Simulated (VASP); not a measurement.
Set up this calculation in VASP 6.6.1, as the native input.

- Task: single point
- Functional: PBEsol
- Potentials or basis: VASP PAW PBE potentials, release 64 (In_d, Sb)
- Cutoff: 500 eV
- k mesh: 16 × 16 × 8
- Occupations: gaussian, width 0.15 eV
- Spin: no spin polarisation
- Dipole correction: no
- Further INCAR settings: ALGO = Normal; EDIFF = 1e-06; NBANDS = 16

The structure of InSb lies in POSCAR:

```
InSb
1.0
    2.9056429117      0.0000000000      0.0000000000
    0.0000000000      2.9056429117      0.0000000000
    0.0000000000      0.0000000000      6.3900898915
In Sb
1 1
Direct
    0.0000000000      0.0000000000      0.0000000000
    0.0000000000      0.0000000000      0.5000000000
```

These files were run (other wordings do the same):

INCAR

```
ALGO = Normal ; EDIFF = 1E-6
ENCUT = 500 ; GGA = PS
GGA_COMPAT = F ; ISIF = 2
ISMEAR = 0 ; LASPH = T
LCHARG = F ; LREAL = F
LWAVE = F ; NBANDS = 16
NELM = 120 ; PREC = Accurate
SIGMA = 0.15
```

KPOINTS

```
k-points
0
Gamma
  16 16 8
```

Potentials or basis: VASP PAW PBE potentials, release 64 (In_d, Sb).

Launch:

```console
$ cat potpaw_PBE.64/In_d/POTCAR potpaw_PBE.64/Sb/POTCAR > POTCAR
$ mpirun -np 1 vasp_std > vasp.out
```

It gave:

The pressure is 3.5 GPa. The band gap on the k mesh is zero (bands 9 and 10 overlap by 6.07 eV).

Caveat: the cell stands under pressure; the PAW data sets were made with another functional, which shifts forces and pressure a little; spin-orbit coupling is left out, which moves the levels of the heavy elements.

Wall time 3.3 min on 1 thread of Intel Xeon 8259CL, with other jobs on the host, peak memory 0.32 GiB.
